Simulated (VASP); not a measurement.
# Na3GaC (I4/mcm) in VASP: single point with PBE

Aim: the single point of Na3GaC with PBE.

Program: VASP 6.6.1. These are calculated values, not measurements. Logs are shortened: lines on timing, memory, paths and dates and some standing lists are left out, and cuts for length are marked.

## 1. The cell of the first run

It takes space group I4/mcm (No. 140, tetragonal). Conventional cell: a = 7.108 Å, b = 7.108 Å, c = 10.052 Å, α = 90.00°, β = 90.00°, γ = 90.00°. Na (site symmetry m2m) has 2 C at 2.52 Å within 3.3 Å. Within 3.3 Å of Na (site symmetry 422) lie 2 C at 2.51 Å. Ga (site symmetry -42m) has 12 Na at 3.45 to 3.67 Å and 8 C at 4.35 Å within 4.5 Å. Within 3.3 Å of C (site symmetry 4/m) lie 6 Na at 2.51 to 2.52 Å.

## 2. Single point, PBE

INCAR

```
PREC = Accurate
ENCUT = 520
EDIFF = 1E-7
ISMEAR = 0
SIGMA = 0.1
LREAL = F
LASPH = T
NELM = 60
ALGO = Normal
ISIF = 2
LWAVE = F
LCHARG = F
GGA = PE
NBANDS = 49
```

KPOINTS

```
regular mesh
0
Gamma
  4 4 4
```

POSCAR

```
Na3GaC
1.0
   -3.5540616800      3.5540616800      5.0262022300
    3.5540616800     -3.5540616800      5.0262022300
    3.5540616800      3.5540616800     -5.0262022300
Na Ga C
6 2 2
Direct
    0.2655839100      0.7655839100      0.0311678200
    0.7655839100      0.7344160900      0.5000000000
    0.7500000000      0.7500000000      0.0000000000
    0.7344160900      0.2344160900      0.9688321800
    0.2344160900      0.2655839100      0.5000000000
    0.2500000000      0.2500000000      0.0000000000
    0.7500000000      0.2500000000      0.5000000000
    0.2500000000      0.7500000000      0.5000000000
    0.5000000000      0.5000000000      0.0000000000
    0.0000000000      0.0000000000      0.0000000000
```

Potentials or basis: VASP PAW PBE potentials, release 64 (Na_pv, Ga_d, C).

Launch:

```console
$ cat potpaw_PBE.64/Na_pv/POTCAR potpaw_PBE.64/Ga_d/POTCAR potpaw_PBE.64/C/POTCAR > POTCAR
$ mpirun -np 1 vasp_std > vasp.out
```

OUTCAR:

```text
PREC = Accurate
   ENCUT = 520
   EDIFF = 1E-7
   ISMEAR = 0
   LREAL = F
   LASPH = T
   NELM = 60
   ISIF = 2
   GGA = PE

 ion  position               nearest neighbor table
   1  0.266  0.766  0.031-
   2  0.766  0.734  0.500-
   3  0.750  0.750  0.000-
   4  0.734  0.234  0.969-
   5  0.234  0.266  0.500-
   6  0.250  0.250  0.000-
   7  0.750  0.250  0.500-
   8  0.250  0.750  0.500-
   9  0.500  0.500  0.000-
  10  0.000  0.000  0.000-

  LATTYP: Found a face centered cubic cell.
 ALAT       =    10.0524044594

  Lattice vectors:

 A1 = (   3.5540616800,  -3.5540616800,  -5.0262022300)
 A2 = (   3.5540616800,   3.5540616800,  -5.0262022300)
 A3 = (   7.1081233600,  -0.0000000000,   0.0000000000)

Analysis of symmetry for initial positions (statically):
=====================================================================
 Subroutine PRICEL returns:
 Original cell was already a primitive cell.

 Routine SETGRP: Setting up the symmetry group for a
 face centered cubic supercell.

 Subroutine GETGRP returns: Found 16 space group operations
 (whereof  8 operations were pure point group operations)
 out of a pool of 48 trial point group operations.

The static configuration has the point symmetry C_4h.
 The point group associated with its full space group is D_4h.

Analysis of symmetry for dynamics (positions and initial velocities):
=====================================================================
 Subroutine PRICEL returns:
 Original cell was already a primitive cell.

 Routine SETGRP: Setting up the symmetry group for a
 face centered cubic supercell.

 Subroutine GETGRP returns: Found 16 space group operations
 (whereof  8 operations were pure point group operations)
 out of a pool of 48 trial point group operations.

The dynamic configuration has the point symmetry C_4h.
 The point group associated with its full space group is D_4h.

 Subroutine INISYM returns: Found 16 space group operations
 (whereof  8 operations are pure point group operations),
 and found     1 'primitive' translations

----------------------------------------------------------------------------------------

                                     Primitive cell

  volume of cell :     253.9510

  direct lattice vectors                    reciprocal lattice vectors
    -3.554061680  3.554061680  5.026202230     0.000000000  0.140684109  0.099478687
     3.554061680 -3.554061680  5.026202230     0.140684109  0.000000000  0.099478687
     3.554061680  3.554061680 -5.026202230     0.140684109  0.140684109  0.000000000

  length of vectors
     7.108123360  7.108123360  7.108123360     0.172302141  0.172302141  0.198957375

  position of ions in fractional coordinates (direct lattice)
     0.265583910  0.765583910  0.031167820
     0.765583910  0.734416090  0.500000000
     0.750000000  0.750000000  0.000000000
     0.734416090  0.234416090  0.968832180
     0.234416090  0.265583910  0.500000000
     0.250000000  0.250000000  0.000000000
     0.750000000  0.250000000  0.500000000
     0.250000000  0.750000000  0.500000000
     0.500000000  0.500000000  0.000000000
     0.000000000  0.000000000  0.000000000

  ion indices of the primitive-cell ions
   primitive index   ion index
                 1           1
                 2           2
                 3           3
                 4           4
                 5           5
                 6           6
                 7           7
                 8           8
                 9           9
                10          10

----------------------------------------------------------------------------------------

 KPOINTS: regular mesh

Automatic generation of k-mesh.
 Grid dimensions read from file:
 generate k-points for:    4    4    4

 Generating k-lattice:

  Cartesian coordinates                     Fractional coordinates (reciprocal lattice)
     0.000000000  0.035171027  0.024869672     0.250000000  0.000000000 -0.000000000
     0.035171027  0.000000000  0.024869672     0.000000000  0.250000000 -0.000000000
     0.035171027  0.035171027  0.000000000     0.000000000  0.000000000  0.250000000

  Length of vectors
     0.043075535  0.043075535  0.049739344

  Shift w.r.t. Gamma in fractional coordinates (k-lattice)
     0.000000000  0.000000000  0.000000000

 Subroutine IBZKPT returns following result:
 ===========================================

 Found     13 irreducible k-points:

 Following reciprocal coordinates:
            Coordinates               Weight
  0.000000  0.000000  0.000000      1.000000
  0.250000  0.000000 -0.000000      8.000000
  0.500000  0.000000 -0.000000      4.000000
  0.250000  0.250000 -0.000000      8.000000
  0.250000 -0.250000  0.250000      4.000000
  0.500000  0.250000  0.000000     16.000000
  0.500000 -0.250000  0.250000      8.000000
 -0.250000  0.250000  0.000000      4.000000
 -0.250000 -0.250000  0.250000      2.000000
  0.500000  0.500000 -0.000000      2.000000
  0.500000  0.500000  0.500000      1.000000
  0.250000  0.250000  0.250000      2.000000
  0.500000  0.500000  0.250000      4.000000
   k-points           NKPTS =     13   k-points in BZ     NKDIM =     13   number of bands    NBANDS=     49
   number of dos      NEDOS =    301   number of ions     NIONS =     10
   total plane-waves  NPLWV = 157464
   dimension x,y,z NGX =    54 NGY =   54 NGZ =   54
   dimension x,y,z NGXF=   108 NGYF=  108 NGZF=  108
   ions per type =               6   2   2
   NGX,Y,Z   is equivalent  to a cutoff of  12.63, 12.63, 12.63 a.u.
   NGXF,Y,Z  is equivalent  to a cutoff of  25.26, 25.26, 25.26 a.u.
 SYSTEM =  unknown system
   PREC   = accura    normal or accurate (medium, high low for compatibility)
   ISTART =      0    job   : 0-new  1-cont  2-samecut
   ICHARG =      2    charge: 1-file 2-atom 10-const
   ISPIN  =      1    spin polarized calculation?
   LNONCOLLINEAR =      F non collinear calculations
   LSORBIT =      F    spin-orbit coupling
   LASPH  =      T    aspherical Exc in radial PAW
   ENCUT  =  520.0 eV  38.22 Ry    6.18 a.u.  13.22 13.22 13.22*2*pi/ulx,y,z
   NELM   =     60;   NELMIN=  2; NELMDL= -5     # of ELM steps
   EDIFF  = 0.1E-06   stopping-criterion for ELM
   LREAL  =      F    real-space projection
   EDIFFG = 0.1E-05   stopping-criterion for IOM
   NSW    =      0    number of steps for IOM
   IBRION =     -1    ionic relax: 0-MD 1-quasi-New 2-CG
   NFREE  =      0    steps in history (QN), initial steepest desc. (CG)
   ISIF   =      2    stress and relaxation
   ISYM   =      2    0-nonsym 1-usesym 2-fastsym
   POTIM  = 0.5000    time-step for ionic-motion
   TEBEG  =    0.0;   TEEND  =   0.0 temperature during run
   PSTRESS=    0.0 pullay stress
   NELECT =      76.0000    total number of electrons
   NUPDOWN=      -1.0000    fix difference up-down
   EMIN   =  10.00;   EMAX   =-10.00  energy-range for DOS
   EFERMI =   0.00;   METHOD = LEGACY
   ISMEAR =     0;   SIGMA  =   0.10  broadening in eV -4-tet -1-fermi 0-gaus
   EFERMI_NEDOS =   21; number of points for ismear=-14 and -15
   IALGO  =     38    algorithm
   IMIX   =      4    mixing-type and parameters
     AMIX     =   0.40;   BMIX     =  1.00
     AMIX_MAG =   1.60;   BMIX_MAG =  1.00
  volume/ion in A,a.u.               =      25.40       171.37
  Fermi-wavevector in a.u.,A,eV,Ry     =   1.095039  2.069323 16.314874  1.199109
  Thomas-Fermi vector in A             =   2.231355
   LORBIT       =      0    0 simple, 1 ext, 2 COOP (PROOUT), +10 PAW based schemes
   GGA     = PE    functional components
   LHFCALC =     F    Hartree Fock is set to
   AEXX    =    0.0000 exact exchange contribution
   IVDW    =     0    specifies the selected vdW correction
   LEPSILON=     F    determine dielectric tensor
   LRPA    =     F    only Hartree local field effects (RPA)
 non-spin polarized calculation
 Gauss-broadening in eV      SIGMA  =   0.10
  energy-cutoff  :      520.00
  volume of cell :      253.95
 maximum number of plane-waves:      6855
 NGX is ok and might be reduce to    54
   NGX = 27   NGY = 27   NGZ = 27

 number of electron      76.0000024 magnetization

 Free energy of the ion-electron system (eV)
  ---------------------------------------------------
  ext. energy  EPLUGINS =         0.00000000
  ---------------------------------------------------
  free energy    TOTEN  =       -23.31836721 eV

  energy without entropy =      -23.29555974  energy(sigma->0) =      -23.30696348

 E-fermi :   0.8340     XC(G=0):  -7.7563

 val. band max:        0.8091951664   @ k =   0.5000   0.5000   0.2500
 cond. band min:       0.8572788684   @ k =   0.5000   0.5000  -0.0000
 fundamental gap:      0.0480837020
 Fermi energy:         0.8339735068

 k-point     1 :       0.0000    0.0000    0.0000
  band No.  band energies     occupation
      1     -22.6042      2.00000
      2     -22.6008      2.00000
      3     -22.6008      2.00000
      4     -22.5937      2.00000
      5     -22.5901      2.00000
      6     -22.5901      2.00000
[... 41 lines left out ...]
     48       5.8880      0.00000
     49       5.8881      0.00000

 k-point     2 :       0.2500    0.0000   -0.0000
  band No.  band energies     occupation
      1     -22.6016      2.00000
      2     -22.5987      2.00000
      3     -22.5979      2.00000
      4     -22.5932      2.00000
      5     -22.5909      2.00000
      6     -22.5873      2.00000
[... 41 lines left out ...]
     48       5.3280      0.00000
     49       5.9599      0.00000

 k-point     3 :       0.5000    0.0000   -0.0000
  band No.  band energies     occupation
      1     -22.5965      2.00000
      2     -22.5965      2.00000
      3     -22.5938      2.00000
      4     -22.5938      2.00000
      5     -22.5911      2.00000
      6     -22.5911      2.00000
[... 41 lines left out ...]
     48       6.2121      0.00000
     49       6.2712      0.00000

 k-point     4 :       0.2500    0.2500   -0.0000
  band No.  band energies     occupation
      1     -22.5991      2.00000
      2     -22.5956      2.00000
      3     -22.5943      2.00000
      4     -22.5927      2.00000
      5     -22.5879      2.00000
      6     -22.5874      2.00000
[... 405 lines left out ...]
     48       5.3042      0.00000
     49       6.1975      0.00000

 k-point    12 :       0.2500    0.2500    0.2500
  band No.  band energies     occupation
      1     -22.5961      2.00000
      2     -22.5961      2.00000
      3     -22.5878      2.00000
      4     -22.5878      2.00000
      5     -22.5867      2.00000
      6     -22.5867      2.00000
[... 41 lines left out ...]
     48       5.2895      0.00000
     49       6.6398      0.00000

 k-point    13 :       0.5000    0.5000    0.2500
  band No.  band energies     occupation
      1     -22.5991      2.00000
      2     -22.5965      2.00000
      3     -22.5875      2.00000
      4     -22.5873      2.00000
      5     -22.5870      2.00000
      6     -22.5867      2.00000
[... 41 lines left out ...]
     48       5.3051      0.00000
     49       6.6327      0.00000

------------------------ aborting loop because EDIFF is reached ----------------------------------------

  FORCE on cell =-STRESS in cart. coord.  units (eV):
  Direction    XX          YY          ZZ          XY          YZ          ZX
  --------------------------------------------------------------------------------------
  -------------------------------------------------------------------------------------
  Total       -1.9373790     -1.9373790     -1.7238873      0.0000000      0.0000000     -0.0000000
  in kB      -12.2229294    -12.2229294    -10.8760095      0.0000000      0.0000000     -0.0000000
  external PRESSURE =     -11.7739561 kB  Pullay stress =       0.0000000 kB

 VOLUME and BASIS-vectors are now :
 -----------------------------------------------------------------------------
  energy-cutoff  :      520.00
  volume of cell :      253.95
      direct lattice vectors                 reciprocal lattice vectors
    -3.554061680  3.554061680  5.026202230     0.000000000  0.140684109  0.099478687
     3.554061680 -3.554061680  5.026202230     0.140684109  0.000000000  0.099478687
     3.554061680  3.554061680 -5.026202230     0.140684109  0.140684109  0.000000000

 POSITION                                       TOTAL-FORCE (eV/Angst)
 -----------------------------------------------------------------------------------
      1.88780     -1.66626      5.02620        -0.039987     -0.039987     -0.000000
      1.66626      1.88780      5.02620         0.039987     -0.039987      0.000000
      0.00000      0.00000      7.53930        -0.000000      0.000000      0.000000
      1.66626      5.22032      0.00000         0.039987      0.039987      0.000000
      1.88780      1.66626      0.00000        -0.039987      0.039987      0.000000
      0.00000      0.00000      2.51310        -0.000000      0.000000      0.000000
      0.00000      3.55406      2.51310        -0.000000      0.000000      0.000000
      3.55406      0.00000      2.51310         0.000000      0.000000      0.000000
      0.00000      0.00000      5.02620         0.000000      0.000000      0.000000
      0.00000      0.00000      0.00000         0.000000      0.000000      0.000000
 -----------------------------------------------------------------------------------
    total drift:                                0.000000     -0.000000      0.000000

  FREE ENERGIE OF THE ION-ELECTRON SYSTEM (eV)
  ---------------------------------------------------
  free  energy   TOTEN  =       -23.3183672143 eV

  energy  without entropy=      -23.2955597379  energy(sigma->0) =      -23.30696348
```

It took 9.3 min on 1 thread of AMD EPYC 7R13 (Zen 3), shared host; peak memory 0.44 GiB.

Results:

| Item | Value |
| --- | --- |
| Free energy | -23.3184 eV |
| Pressure | -1.2 GPa |
| Largest force | 0.057 eV/Å |
| Band gap on the k mesh | zero (band 38 reaches 0.81 eV, above the bottom of band 39 at 0.44 eV) |

Forces in eV/Å, atoms in the order of the input:
```
Na  -0.040 -0.040  0.000
Na   0.040 -0.040  0.000
Na   0.000  0.000  0.000
Na   0.040  0.040  0.000
Na  -0.040  0.040  0.000
Na   0.000  0.000  0.000
Ga   0.000  0.000  0.000
Ga   0.000  0.000  0.000
C    0.000  0.000  0.000
C    0.000  0.000  0.000
```

Levels at points of the mesh, in eV from the Fermi level:
| k point | band 34 | band 35 | band 36 | band 37 | band 38 | band 39 | band 40 | band 41 | band 42 | band 43 |
| --- | --- | --- | --- | --- | --- | --- | --- | --- | --- | --- |
| (0.00, 0.00, 0.00) | -0.76 | -0.76 | -0.47 | -0.47 | -0.47 | -0.39 | -0.38 | -0.38 | 1.72 | 1.73 |
| (0.50, 0.00, 0.00) | -0.93 | -0.93 | -0.93 | -0.77 | -0.77 | 0.77 | 0.77 | 0.84 | 0.84 | 0.85 |
| (0.50, 0.50, 0.00) | -1.72 | -0.88 | -0.52 | -0.07 | -0.07 | 0.02 | 1.07 | 1.08 | 1.17 | 1.18 |
| (0.50, 0.50, 0.50) | -1.72 | -0.89 | -0.52 | -0.07 | -0.07 | 0.02 | 1.08 | 1.08 | 1.18 | 1.18 |
